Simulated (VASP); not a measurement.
Runs of VASP 6.6.1 on Si2GeP3. The structure is that of space group P4/mmm (No. 123), or close to it. The cells are those of the table. 

| task | cell | k mesh | cutoff (eV) | gap on the mesh (eV) | pressure (GPa) | relaxed volume (Å³/atom) | largest force (eV/Å) |
| --- | --- | --- | --- | --- | --- | --- | --- |
| single point | a = 3.207, b = 3.207, c = 9.109 Å, 6 atoms | 6 × 6 × 2 | 520 | none | -0.1 | - | 0.03 |
| relaxation of cell and atoms | relaxed from a = 3.207, b = 3.207, c = 9.109 Å, 6 atoms | 12 × 12 × 4 | 600 | - | 0.0 | 15.56 | 0.01 |
| single point | a = 3.184, b = 3.184, c = 9.215 Å, 6 atoms | 12 × 12 × 4 | 520 | none | -0.1 | - | 0.01 |
| relaxation of cell and atoms | relaxed from a = 3.259, b = 3.259, c = 9.868 Å, 6 atoms | 6 × 6 × 2 | 600 | - | 0.0 | 15.51 | 0.03 |
| single point | a = 3.259, b = 3.259, c = 9.868 Å, 6 atoms | 6 × 6 × 2 | 520 | none | -9.4 | - | (a) |

Alike in all rows: level PBE; potentials or basis VASP PAW PBE potentials, release 64 (Si, Ge_d, P); no spin polarisation; smearing gaussian 0.1 eV.

Task: Fill in the values left out.

Result: (a) 0.74.

Caveats: the bands computed are all filled at some k points, so no gap is given (some runs).

A k mesh can miss the band edges, and the runs leave out spin-orbit coupling on Ge.

A gap of «none» marks levels without a gap at the run's occupations.
